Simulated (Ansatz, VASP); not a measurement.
One calculation of MnO, two programs

Contents of INCAR:

```
PREC = Accurate ; ENCUT = 520
EDIFF = 1E-6 ; ISMEAR = 0
SIGMA = 0.05 ; LREAL = F
LASPH = T ; NELM = 150
ALGO = Normal ; ISIF = 2
LWAVE = F ; LCHARG = F
ISPIN = 2 ; MAGMOM = 4.5 4.5 0 0
LORBIT = 11 ; LMAXMIX = 4
LDAU = T ; LDAUTYPE = 2
LDAUL = 2 -1 ; LDAUU = 3.9 0
LDAUJ = 0 0 ; LDAUPRINT = 1
GGA = PE ; NBANDS = 31
```

File KPOINTS:

```
regular mesh
0
Gamma
  8 8 8
```

Contents of POSCAR:

```
MnO
1.0
    4.4459000000      2.2229500000      2.2229500000
    2.2229500000      4.4459000000      2.2229500000
    2.2229500000      2.2229500000      4.4459000000
Mn O
2 2
Direct
    0.0000000000      0.0000000000      0.0000000000
    0.5000000000      0.5000000000      0.5000000000
    0.2500000000      0.2500000000      0.2500000000
    0.7500000000      0.7500000000      0.7500000000
```

Input for Ansatz:

```yaml
crystal:
  lattice:
    - [4.4459, 2.22295, 2.22295]
    - [2.22295, 4.4459, 2.22295]
    - [2.22295, 2.22295, 4.4459]
  atoms:
    - { symbol: Mn, position: [0.0, 0.0, 0.0], spin: 4.5 }
    - { symbol: Mn, position: [0.5, 0.5, 0.5], spin: 4.5 }
    - { symbol: O, position: [0.25, 0.25, 0.25] }
    - { symbol: O, position: [0.75, 0.75, 0.75] }
magnetization:
  spin_polarized: true
hamiltonian:
  xc: pbe
  pseudopotentials: { kind: paw }
  hubbard: { sites: [{ species: Mn, l: d, u_eff: 3.9 }] }
basis:
  ecutwfc: 420
kpoints:
  mp_grid: { grid: [8, 8, 8] }
scf:
  occupations: { method: gaussian, width: 0.05 }
  lower_state_search: "off"
output:
  forces: true
  stress: true
```

Alike in both runs: task single point; functional PBE; k mesh 8 × 8 × 8; occupations gaussian, width 0.05 eV; collinear spin; Hubbard terms Mn d U = 3.9 eV.

```csv
,VASP,Ansatz
version,VASP 6.6.1,Ansatz 0.2.0
potentials or method,"VASP PAW PBE potentials, release 64 (Mn_pv, O), cutoff 520 eV","PAW, plane waves, scalar-relativistic"
valence electrons in the cell,38,42
```

```csv
,VASP,Ansatz,Ansatz less VASP
pressure (GPa),7.6,9.3,+1.67
net moment per atom (μB),2.50,2.50,0.000
size of the moment on the site where the two differ most (μB),4.62,4.28,-0.344
```

Site moments also hang on the region over which each program counts them. The programs project onto different local orbitals, so the same U acts differently, and such runs can settle in different states. VASP's potentials hold 38 valence electrons a cell and Ansatz's 42, so a difference there can come from the potentials and not from the codes.
